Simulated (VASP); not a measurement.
Write the native input for VASP 6.6.1 that does the following.

```
Task                   : single point
Functional             : PBEsol
Potentials or basis    : VASP PAW PBE potentials, release 64 (Ti_sv, O)
Cutoff                 : 520 eV
k mesh                 : 8 × 8 × 14
Occupations            : gaussian, width 0.15 eV
Spin                   : no spin polarisation
Dipole correction      : no
Further INCAR settings : ALGO = Normal; EDIFF = 1e-07; NBANDS = 39
```

The structure of Ti3O4 lies in POSCAR:

```
Ti3O4
1.0
    2.9128162286     -4.0303540220      0.0000000000
    2.9128162286      4.0303540220      0.0000000000
    0.0000000000      0.0000000000      2.9690273773
Ti O
3 4
Direct
    0.0000000000      0.0000000000      0.5000000000
    0.5000000000      0.0000000000      0.0000000000
    0.0000000000      0.5000000000      0.0000000000
    0.7627833111      0.7627833111     -0.0336810636
    0.2588765548      0.7411234452      0.4663189364
    0.2372166889      0.2372166889     -0.0336810636
    0.7411234452      0.2588765548      0.4663189364
```

This cell differs from its parent crystal: all O atoms moved -0.100 Å, as atom 4 along Cartesian [0 0 1].

The input as run:

INCAR

```
SYSTEM = Ti3O4
PREC = Accurate ; ENCUT = 520
EDIFF = 1E-7 ; ISMEAR = 0
SIGMA = 0.15 ; LREAL = .False.
LASPH = .True. ; NELM = 80
ALGO = Normal ; ISIF = 2
LWAVE = .False. ; LCHARG = .False.
GGA = PS ; NBANDS = 39
```

KPOINTS

```
Automatic mesh
0
Gamma
  8 8 14
  0 0 0
```

Potentials or basis: VASP PAW PBE potentials, release 64 (Ti_sv, O).

The run is started by

```bash
$ cat potpaw_PBE.64/Ti_sv/POTCAR potpaw_PBE.64/O/POTCAR > POTCAR
$ mpirun -np 1 vasp_std > vasp.out
```

It gave:

```json
{
  "Pressure": "2.3 GPa",
  "Largest force": "1.296 eV/Å",
  "Band gap on the k mesh": "zero (bands 30 and 31 overlap by 1.06 eV)"
}
```

Caveat: the cell differs from its parent crystal (all O atoms moved -0.100 Å, as atom 4 along Cartesian [0 0 1]); the PAW data sets were made with another functional, which shifts forces and pressure a little; semilocal functionals often make such compounds metallic where correlation or magnetic order opens a gap, which also shifts bond lengths.

It took 13 min on 1 thread of Intel Xeon 8259CL, on a shared host, peak memory 0.44 GiB.
